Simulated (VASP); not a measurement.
# ZrO2 (Fm-3m) in VASP: notebook, part 2 of 2

VASP 6.6.1.

### Step 3. Single point, PBEsol (9.09 Å³/atom)

This run uses another cell than the first one, of 9.09 Å³/atom.

INCAR

```
SYSTEM = ZrO2
PREC = Accurate
ENCUT = 600
EDIFF = 1E-6
ISMEAR = 0
SIGMA = 0.05
LREAL = .False.
LASPH = .True.
NELM = 120
ALGO = Normal
ISIF = 2
LWAVE = .False.
LCHARG = .False.
GGA = PS
NBANDS = 19
GGA_COMPAT = .False.
```

KPOINTS

```
Automatic mesh
0
Gamma
  8 8 8
  0 0 0
```

POSCAR

```
ZrO2
1.0
    0.0000000000      2.3890702453      2.3890702453
    2.3890702453      0.0000000000      2.3890702453
    2.3890702453      2.3890702453      0.0000000000
Zr O
1 2
Direct
    0.0000000000      0.0000000000      0.0000000000
    0.2500000000      0.2500000000      0.2500000000
    0.7500000000      0.7500000000      0.7500000000
```

Potentials or basis: VASP PAW PBE potentials, release 64 (Zr_sv, O).

The run is started by

```console
cat potpaw_PBE.64/Zr_sv/POTCAR potpaw_PBE.64/O/POTCAR > POTCAR
mpirun -np 1 vasp_std > vasp.out
```

OUTCAR:

```text
SYSTEM = ZrO2
   PREC = Accurate
   ENCUT = 600
   EDIFF = 1E-6
   ISMEAR = 0
   LREAL = .False.
   LASPH = .True.
   NELM = 120
   ISIF = 2
   GGA = PS

 ion  position               nearest neighbor table
   1  0.000  0.000  0.000-   3 2.07   3 2.07   3 2.07   2 2.07   3 2.07   2 2.07   2 2.07   2 2.07

   2  0.250  0.250  0.250-   1 2.07   1 2.07   1 2.07   1 2.07
   3  0.750  0.750  0.750-   1 2.07   1 2.07   1 2.07   1 2.07

  LATTYP: Found a face centered cubic cell.
 ALAT       =     4.7781404906

  Lattice vectors:

 A1 = (   0.0000000000,   2.3890702453,   2.3890702453)
 A2 = (   2.3890702453,   0.0000000000,   2.3890702453)
 A3 = (   2.3890702453,   2.3890702453,   0.0000000000)

Analysis of symmetry for initial positions (statically):
=====================================================================
 Subroutine PRICEL returns:
 Original cell was already a primitive cell.

 Routine SETGRP: Setting up the symmetry group for a
 face centered cubic supercell.

 Subroutine GETGRP returns: Found 48 space group operations
 (whereof 48 operations were pure point group operations)
 out of a pool of 48 trial point group operations.

The static configuration has the point symmetry O_h .

Analysis of symmetry for dynamics (positions and initial velocities):
=====================================================================
 Subroutine PRICEL returns:
 Original cell was already a primitive cell.

 Routine SETGRP: Setting up the symmetry group for a
 face centered cubic supercell.

 Subroutine GETGRP returns: Found 48 space group operations
 (whereof 48 operations were pure point group operations)
 out of a pool of 48 trial point group operations.

The dynamic configuration has the point symmetry O_h .

 Subroutine INISYM returns: Found 48 space group operations
 (whereof 48 operations are pure point group operations),
 and found     1 'primitive' translations

----------------------------------------------------------------------------------------

                                     Primitive cell

  volume of cell :      27.2720

  direct lattice vectors                    reciprocal lattice vectors
     0.000000000  2.389070245  2.389070245    -0.209286437  0.209286437  0.209286437
     2.389070245  0.000000000  2.389070245     0.209286437 -0.209286437  0.209286437
     2.389070245  2.389070245  0.000000000     0.209286437  0.209286437 -0.209286437

  length of vectors
     3.378655542  3.378655542  3.378655542     0.362494743  0.362494743  0.362494743

  position of ions in fractional coordinates (direct lattice)
     0.000000000  0.000000000  0.000000000
     0.250000000  0.250000000  0.250000000
     0.750000000  0.750000000  0.750000000

  ion indices of the primitive-cell ions
   primitive index   ion index
                 1           1
                 2           2
                 3           3

----------------------------------------------------------------------------------------

 KPOINTS: Automatic mesh

Automatic generation of k-mesh.
 Grid dimensions read from file:
 generate k-points for:    8    8    8

 Generating k-lattice:

  Cartesian coordinates                     Fractional coordinates (reciprocal lattice)
    -0.026160805  0.026160805  0.026160805     0.125000000  0.000000000  0.000000000
     0.026160805 -0.026160805  0.026160805     0.000000000  0.125000000  0.000000000
     0.026160805  0.026160805 -0.026160805     0.000000000  0.000000000  0.125000000

  Length of vectors
     0.045311843  0.045311843  0.045311843

  Shift w.r.t. Gamma in fractional coordinates (k-lattice)
     0.000000000  0.000000000  0.000000000

 Subroutine IBZKPT returns following result:
 ===========================================

 Found     29 irreducible k-points:

 Following reciprocal coordinates:
            Coordinates               Weight
  0.000000  0.000000  0.000000      1.000000
  0.125000  0.000000  0.000000      8.000000
  0.250000  0.000000  0.000000      8.000000
  0.375000  0.000000  0.000000      8.000000
  0.500000  0.000000  0.000000      4.000000
  0.125000  0.125000  0.000000      6.000000
[... 16 lines left out ...]
  0.500000  0.250000  0.125000     48.000000
 -0.375000  0.250000  0.125000     24.000000
 [... further k-points ...]
   k-points           NKPTS =     29   k-points in BZ     NKDIM =     29   number of bands    NBANDS=     19
   number of dos      NEDOS =    301   number of ions     NIONS =      3
   total plane-waves  NPLWV =  21952
   dimension x,y,z NGX =    28 NGY =   28 NGZ =   28
   dimension x,y,z NGXF=    56 NGYF=   56 NGZF=   56
   ions per type =               1   2
   NGX,Y,Z   is equivalent  to a cutoff of  13.78, 13.78, 13.78 a.u.
   NGXF,Y,Z  is equivalent  to a cutoff of  27.55, 27.55, 27.55 a.u.
 SYSTEM =  ZrO2
   PREC   = accura    normal or accurate (medium, high low for compatibility)
   ISTART =      0    job   : 0-new  1-cont  2-samecut
   ICHARG =      2    charge: 1-file 2-atom 10-const
   ISPIN  =      1    spin polarized calculation?
   LNONCOLLINEAR =      F non collinear calculations
   LSORBIT =      F    spin-orbit coupling
   LASPH  =      T    aspherical Exc in radial PAW
   ENCUT  =  600.0 eV  44.10 Ry    6.64 a.u.   6.75  6.75  6.75*2*pi/ulx,y,z
   NELM   =    120;   NELMIN=  2; NELMDL= -5     # of ELM steps
   EDIFF  = 0.1E-05   stopping-criterion for ELM
   LREAL  =      F    real-space projection
   EDIFFG = 0.1E-04   stopping-criterion for IOM
   NSW    =      0    number of steps for IOM
   IBRION =     -1    ionic relax: 0-MD 1-quasi-New 2-CG
   NFREE  =      0    steps in history (QN), initial steepest desc. (CG)
   ISIF   =      2    stress and relaxation
   ISYM   =      2    0-nonsym 1-usesym 2-fastsym
   POTIM  = 0.5000    time-step for ionic-motion
   TEBEG  =    0.0;   TEEND  =   0.0 temperature during run
   PSTRESS=    0.0 pullay stress
   NELECT =      24.0000    total number of electrons
   NUPDOWN=      -1.0000    fix difference up-down
   EMIN   =  10.00;   EMAX   =-10.00  energy-range for DOS
   EFERMI =   0.00;   METHOD = LEGACY
   ISMEAR =     0;   SIGMA  =   0.05  broadening in eV -4-tet -1-fermi 0-gaus
   EFERMI_NEDOS =   21; number of points for ismear=-14 and -15
   IALGO  =     38    algorithm
   IMIX   =      4    mixing-type and parameters
     AMIX     =   0.40;   BMIX     =  1.00
     AMIX_MAG =   1.60;   BMIX_MAG =  1.00
  volume/ion in A,a.u.               =       9.09        61.35
  Fermi-wavevector in a.u.,A,eV,Ry     =   1.568820  2.964639 33.486588  2.461195
  Thomas-Fermi vector in A             =   2.670794
   LORBIT       =      0    0 simple, 1 ext, 2 COOP (PROOUT), +10 PAW based schemes
   GGA     = PS    functional components
   LHFCALC =     F    Hartree Fock is set to
   AEXX    =    0.0000 exact exchange contribution
   IVDW    =     0    specifies the selected vdW correction
   LEPSILON=     F    determine dielectric tensor
   LRPA    =     F    only Hartree local field effects (RPA)
 non-spin polarized calculation
 Gauss-broadening in eV      SIGMA  =   0.05
  energy-cutoff  :      600.00
  volume of cell :       27.27
 maximum number of plane-waves:       941
   NGX = 13   NGY = 13   NGZ = 13

 number of electron      23.9999993 magnetization

 Free energy of the ion-electron system (eV)
  ---------------------------------------------------
  ext. energy  EPLUGINS =         0.00000000
  ---------------------------------------------------
  free energy    TOTEN  =       -29.00679508 eV

  energy without entropy =      -29.00679508  energy(sigma->0) =      -29.00679508

 E-fermi :   9.7203     XC(G=0): -13.1093

 val. band max:        9.4046494245   @ k =   0.5000   0.5000   0.0000
 cond. band min:      13.1474830604   @ k =   0.0000   0.0000   0.0000
 fundamental gap:      3.7428336359
 Fermi energy:         9.7203285847

 k-point     1 :       0.0000    0.0000    0.0000
  band No.  band energies     occupation
      1     -37.7288      2.00000
      2     -15.5825      2.00000
      3     -15.5825      2.00000
      4     -15.5825      2.00000
      5      -9.6435      2.00000
      6      -6.3388      2.00000
[... 11 lines left out ...]
     18      21.3082      0.00000
     19      25.2261      0.00000
[... 489 lines left out ...]
      3     -16.2467      2.00000
      4     -15.8315      2.00000
      5      -7.8051      2.00000
      6      -6.6152      2.00000
[... 11 lines left out ...]
     18      21.0811      0.00000
     19      26.9187      0.00000

 [... further k-points ...]

------------------------ aborting loop because EDIFF is reached ----------------------------------------

  FORCE on cell =-STRESS in cart. coord.  units (eV):
  Direction    XX          YY          ZZ          XY          YZ          ZX
  --------------------------------------------------------------------------------------
  -------------------------------------------------------------------------------------
  Total       10.9946904     10.9946904     10.9946904      0.0000000      0.0000000     -0.0000000
  in kB      645.9171776    645.9171776    645.9171776      0.0000000      0.0000000     -0.0000000
  external PRESSURE =     645.9171776 kB  Pullay stress =       0.0000000 kB

 VOLUME and BASIS-vectors are now :
 -----------------------------------------------------------------------------
  energy-cutoff  :      600.00
  volume of cell :       27.27
      direct lattice vectors                 reciprocal lattice vectors
     0.000000000  2.389070245  2.389070245    -0.209286437  0.209286437  0.209286437
     2.389070245  0.000000000  2.389070245     0.209286437 -0.209286437  0.209286437
     2.389070245  2.389070245  0.000000000     0.209286437  0.209286437 -0.209286437

 POSITION                                       TOTAL-FORCE (eV/Angst)
 -----------------------------------------------------------------------------------
      0.00000      0.00000      0.00000         0.000000     -0.000000     -0.000000
      1.19454      1.19454      1.19454        -0.000000      0.000000     -0.000000
      3.58361      3.58361      3.58361        -0.000000     -0.000000      0.000000
 -----------------------------------------------------------------------------------
    total drift:                                0.000000      0.000000      0.000000

  FREE ENERGIE OF THE ION-ELECTRON SYSTEM (eV)
  ---------------------------------------------------
  free  energy   TOTEN  =       -29.0067950832 eV

  energy  without entropy=      -29.0067950832  energy(sigma->0) =      -29.00679508
```

Run time: 19 s. Hardware: 1 thread of AMD EPYC 7R43 (Zen 3), shared host; peak memory 0.13 GiB.

Results:

| Item | Value |
| --- | --- |
| Free energy | -29.0068 eV |
| Pressure | 64.6 GPa |
| Band gap on the k mesh | 3.74 eV (least direct gap 4.36 eV) |

Caveat: the cell stands under pressure; the PAW data sets were made with another functional, which shifts forces and pressure a little.

### Step 4. Single point, PBEsol (9.52 Å³/atom)

This run uses another cell than the first one, of 9.52 Å³/atom.

INCAR

```
PREC = Accurate
ENCUT = 600
EDIFF = 1E-6
ISMEAR = 0
SIGMA = 0.05
LREAL = False
LASPH = True
NELM = 120
ALGO = Normal
ISIF = 2
LWAVE = False
LCHARG = False
GGA = PS
NBANDS = 19
GGA_COMPAT = False
```

KPOINTS

```
regular mesh
0
Gamma
  8 8 8
```

POSCAR

```
ZrO2
1.0
    0.0000000000      2.4264054983      2.4264054983
    2.4264054983      0.0000000000      2.4264054983
    2.4264054983      2.4264054983      0.0000000000
Zr O
1 2
Direct
    0.0000000000      0.0000000000      0.0000000000
    0.2500000000      0.2500000000      0.2500000000
    0.7500000000      0.7500000000      0.7500000000
```

Potentials or basis: VASP PAW PBE potentials, release 64 (Zr_sv, O).

The run is started by

```console
cat potpaw_PBE.64/Zr_sv/POTCAR potpaw_PBE.64/O/POTCAR > POTCAR
mpirun -np 1 vasp_std > vasp.out
```

OUTCAR:

```text
PREC = Accurate
   ENCUT = 600
   EDIFF = 1E-6
   ISMEAR = 0
   LREAL = False
   LASPH = True
   NELM = 120
   ISIF = 2
   GGA = PS

 ion  position               nearest neighbor table
   1  0.000  0.000  0.000-   2 2.10   3 2.10   3 2.10   3 2.10   3 2.10   2 2.10   2 2.10   2 2.10

   2  0.250  0.250  0.250-   1 2.10   1 2.10   1 2.10   1 2.10
   3  0.750  0.750  0.750-   1 2.10   1 2.10   1 2.10   1 2.10

  LATTYP: Found a face centered cubic cell.
 ALAT       =     4.8528109966

  Lattice vectors:

 A1 = (   0.0000000000,   2.4264054983,   2.4264054983)
 A2 = (   2.4264054983,   0.0000000000,   2.4264054983)
 A3 = (   2.4264054983,   2.4264054983,   0.0000000000)

Analysis of symmetry for initial positions (statically):
=====================================================================
 Subroutine PRICEL returns:
 Original cell was already a primitive cell.

 Routine SETGRP: Setting up the symmetry group for a
 face centered cubic supercell.

 Subroutine GETGRP returns: Found 48 space group operations
 (whereof 48 operations were pure point group operations)
 out of a pool of 48 trial point group operations.

[... 162 lines left out ...]
  energy without entropy =      -29.44464291  energy(sigma->0) =      -29.44464291

 E-fermi :   9.2070     XC(G=0): -12.8452

 val. band max:        8.8043919970   @ k =   0.5000   0.5000   0.0000
 cond. band min:      12.4416798307   @ k =   0.0000   0.0000   0.0000
 fundamental gap:      3.6372878337
 Fermi energy:         9.2070496095

 k-point     1 :       0.0000    0.0000    0.0000
  band No.  band energies     occupation
      1     -38.5133      2.00000
      2     -16.3780      2.00000
      3     -16.3780      2.00000
      4     -16.3780      2.00000
      5     -10.0261      2.00000
      6      -6.8854      2.00000
[... 505 lines left out ...]
      6      -7.2780      2.00000
[... 11 lines left out ...]
     18      20.1614      0.00000
     19      25.5301      0.00000

 [... further k-points ...]

------------------------ aborting loop because EDIFF is reached ----------------------------------------

  FORCE on cell =-STRESS in cart. coord.  units (eV):
  Direction    XX          YY          ZZ          XY          YZ          ZX
  --------------------------------------------------------------------------------------
  -------------------------------------------------------------------------------------
  Total        7.6832705      7.6832705      7.6832705      0.0000000      0.0000000     -0.0000000
  in kB      430.8603837    430.8603837    430.8603837      0.0000000      0.0000000     -0.0000000
  external PRESSURE =     430.8603837 kB  Pullay stress =       0.0000000 kB

 VOLUME and BASIS-vectors are now :
 -----------------------------------------------------------------------------
  energy-cutoff  :      600.00
  volume of cell :       28.57
      direct lattice vectors                 reciprocal lattice vectors
     0.000000000  2.426405498  2.426405498    -0.206066134  0.206066134  0.206066134
     2.426405498  0.000000000  2.426405498     0.206066134 -0.206066134  0.206066134
     2.426405498  2.426405498  0.000000000     0.206066134  0.206066134 -0.206066134

 POSITION                                       TOTAL-FORCE (eV/Angst)
 -----------------------------------------------------------------------------------
      0.00000      0.00000      0.00000         0.000000     -0.000000      0.000000
      1.21320      1.21320      1.21320        -0.000000      0.000000     -0.000000
      3.63961      3.63961      3.63961         0.000000      0.000000      0.000000
 -----------------------------------------------------------------------------------
    total drift:                                0.000000      0.000000      0.000000

  FREE ENERGIE OF THE ION-ELECTRON SYSTEM (eV)
  ---------------------------------------------------
  free  energy   TOTEN  =       -29.4446429149 eV

  energy  without entropy=      -29.4446429149  energy(sigma->0) =      -29.44464291
```

stdout:

```text
POSCAR found type information on POSCAR ZrO
 POSCAR found :  2 types and       3 ions
 scaLAPACK will be used
 -----------------------------------------------------------------------------
|                                                                             |
|                                                                             |
|     You enforced a specific xc type in the INCAR file but a different       |
|     I HOPE YOU KNOW WHAT YOU ARE DOING!                                     |
|                                                                             |
 -----------------------------------------------------------------------------

 LDA part: xc-table for (Slater+PW92), standard interpolation
 POSCAR, INCAR and KPOINTS ok, starting setup
 FFT: planning ... GRIDC
 FFT: planning ... GRID_SOFT
 FFT: planning ... GRID
 WAVECAR not read
 entering main loop
```

Wall time 19 s (1 thread of AMD EPYC 7R43 (Zen 3), shared host); peak memory 0.13 GiB.

What came out:

```yaml
Free_energy: -29.4446 eV
Pressure: 43.1 GPa
Band_gap_on_the_k_mesh: 3.64 eV (least direct gap 4.22 eV)
```

Levels at points of the mesh, in eV from the valence-band top:
```csv
k point,band 9,band 10,band 11,band 12,band 13,band 14,band 15,band 16
"(0.00, 0.00, 0.00)",-6.18,-0.60,-0.60,-0.60,3.64,3.64,7.44,11.25
"(0.50, 0.00, 0.00)",-2.83,-2.62,-1.75,-1.75,4.49,4.49,7.49,9.23
"(0.50, 0.50, 0.00)",-3.37,-1.75,-1.75,0.00,4.22,5.48,7.21,8.58
```

Caveat: the cell stands under pressure; the PAW data sets were made with another functional, which shifts forces and pressure a little. A hybrid or GW would open this gap; PBEsol tends to underestimate it.

### Step 5. Single point, PBEsol (9.96 Å³/atom)

This run uses another cell than the first one, of 9.96 Å³/atom.

INCAR

```
SYSTEM = ZrO2
PREC = Accurate
ENCUT = 600
EDIFF = 1E-6
ISMEAR = 0
SIGMA = 0.05
LREAL = .FALSE.
LASPH = .TRUE.
NELM = 120
ALGO = Normal
ISIF = 2
LWAVE = .FALSE.
LCHARG = .FALSE.
GGA = PS
NBANDS = 19
GGA_COMPAT = .FALSE.
```

KPOINTS

```
regular mesh
0
G
  8 8 8
  0 0 0
```

POSCAR

```
ZrO2
1.0
    0.0000000000      2.4626258457      2.4626258457
    2.4626258457      0.0000000000      2.4626258457
    2.4626258457      2.4626258457      0.0000000000
Zr O
1 2
Direct
    0.0000000000      0.0000000000      0.0000000000
    0.2500000000      0.2500000000      0.2500000000
    0.7500000000      0.7500000000      0.7500000000
```

The run is started by

```console
cat potpaw_PBE.64/Zr_sv/POTCAR potpaw_PBE.64/O/POTCAR > POTCAR
mpirun -np 1 vasp_std > vasp.out
```

Run time: 20 s. Hardware: 1 thread of AMD EPYC 7R43 (Zen 3), shared host; peak memory 0.13 GiB.

It converged, with:

| Quantity | Value |
| --- | --- |
| Free energy | -29.7253 eV |
| Pressure | 25.7 GPa |
| Band gap on the k mesh | 3.53 eV (least direct gap 4.05 eV) |

Levels at points of the mesh, in eV from the valence-band top:
| k point | band 9 | band 10 | band 11 | band 12 | band 13 | band 14 | band 15 | band 16 |
| --- | --- | --- | --- | --- | --- | --- | --- | --- |
| (0.00, 0.00, 0.00) | -5.89 | -0.58 | -0.58 | -0.58 | 3.53 | 3.53 | 7.11 | 10.65 |
| (0.50, 0.00, 0.00) | -2.75 | -2.59 | -1.73 | -1.73 | 4.32 | 4.32 | 7.04 | 9.10 |
| (0.50, 0.50, 0.00) | -3.32 | -1.67 | -1.67 | 0.00 | 4.05 | 5.23 | 6.76 | 8.17 |

Caveat: the cell stands under pressure; the PAW data sets were made with another functional, which shifts forces and pressure a little. A hybrid or GW would open this gap; PBEsol tends to underestimate it.

### Step 6. The runs side by side

```csv
cell,gap on the mesh (eV),pressure (GPa)
"a = 3.324 Å, angles 60.0°, 3 atoms",3.85,91.3
"a = 3.379 Å, angles 60.0°, 3 atoms",3.74,64.6
"a = 3.431 Å, angles 60.0°, 3 atoms",3.64,43.1
"a = 3.483 Å, angles 60.0°, 3 atoms",3.53,25.7
```

Alike in all rows: task single point; level PBEsol; potentials or basis VASP PAW PBE potentials, release 64 (Zr_sv, O); no spin polarisation; k mesh 8 × 8 × 8; cutoff (eV) 600; smearing gaussian 0.05 eV.

Caveats: the cell stands under pressure; the PAW data sets were made with another functional, which shifts forces and pressure a little.

Absolute energies hang on the potentials; compare differences alone.
